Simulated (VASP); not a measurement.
# TiC: single point with PBEsol

The system is TiC.

```xyz
2
Lattice="0.0000 2.1465 2.1465 2.1465 0.0000 2.1465 2.1465 2.1465 0.0000" Properties=species:S:1:pos:R:3 pbc="T T T"
Ti    0.0000    0.0000    0.0000
C     2.1465    2.1465    2.1465
```

```yaml
Program: VASP 6.6.1
Task: single point
Functional: PBEsol
Potentials_or_basis: VASP PAW PBE potentials, release 64 (Ti_sv, C)
Cutoff: 520 eV
k_mesh: 13 × 13 × 13
Occupations: fermi-dirac, width 0.1 eV
Spin: no spin polarisation
```

```
Pressure               : 0.3 GPa
Band gap on the k mesh : zero (band 8 reaches 10.29 eV, above the bottom of band 9 at 9.22 eV)
```

Levels at points of the mesh, in eV from the Fermi level:
```
           k point  band 4  band 5  band 6  band 7  band 8  band 9  band 10  band 11  band 12  band 13
(0.00, 0.00, 0.00)  -32.35  -12.48    0.68    0.68    0.68    1.75     1.75     1.75     1.79     1.79
```

Wall time 9 s on 1 thread of Intel(R) Xeon(R) 6975P-C (Granite Rapids), with other jobs on the host, peak memory 0.15 GiB.

Caveat: the PAW data sets were made with another functional, which shifts forces and pressure a little.
